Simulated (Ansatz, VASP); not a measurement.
MoSe in VASP and in Ansatz

Contents of INCAR:

```
PREC = Accurate ; ENCUT = 520
EDIFF = 1E-7 ; ISMEAR = 0
SIGMA = 0.1 ; LREAL = False
LASPH = True ; NELM = 150
ALGO = Normal ; ISIF = 2
LWAVE = False ; LCHARG = False
LMAXMIX = 4 ; LDAU = True
LDAUTYPE = 2 ; LDAUL = 2 -1
LDAUU = 4.38 0 ; LDAUJ = 0 0
LDAUPRINT = 1 ; GGA = PE
NBANDS = 17
```

File KPOINTS:

```
regular mesh
0
Gamma
  12 12 12
```

File POSCAR:

```
MoSe
1.0
    0.0000000000      3.2242768696      3.2242768696
    3.2242768696      0.0000000000      3.2242768696
    3.2242768696      3.2242768696      0.0000000000
Mo Se
1 1
Direct
    0.0000000000      0.0000000000      0.0000000000
    0.2500000000      0.2500000000      0.2500000000
```

Input for Ansatz:

```yaml
crystal:
  lattice:
    - [0.0, 3.2242771571, 3.2242771571]
    - [3.2242771571, 0.0, 3.2242771571]
    - [3.2242771571, 3.2242771571, 0.0]
  atoms:
    - { symbol: Mo, position: [0.0, 0.0, 0.0] }
    - { symbol: Se, position: [0.25, 0.25, 0.25] }
basis:
  ecutwfc: 420
kpoints:
  mp_grid: { grid: [12, 12, 12] }
hamiltonian:
  xc: pbe
  hubbard: { sites: [{ species: Mo, l: d, u_eff: 4.38 }] }
scf:
  occupations: { method: gaussian, width: 0.1 }
output:
  forces: true
  stress: true
  eigenvalues: true
```

Alike in both runs: task single point; functional PBE; k mesh 12 × 12 × 12; occupations gaussian, width 0.1 eV; no spin polarisation; Hubbard terms Mo d U = 4.38 eV.

|  | VASP | Ansatz |
| --- | --- | --- |
| version | VASP 6.6.1 | Ansatz 0.2.0 |
| potentials or method | VASP PAW PBE potentials, release 64 (Mo_sv, Se), cutoff 520 eV | scalar-relativistic, plane waves, PAW |
| valence electrons in the cell | 20 | 30 |

```csv
,VASP,Ansatz,Ansatz less VASP
gap on the k mesh at the Fermi level (eV),0.97,1.71,+0.744
least direct gap on the mesh (eV),0.97,1.86,+0.893
pressure (GPa),-7.6,-7.7,-0.06
```

The programs project onto different local orbitals, so the same U acts differently, and such runs can settle in different states. VASP's potentials hold 20 valence electrons a cell and Ansatz's 30, so a difference there can come from the potentials and not from the codes.
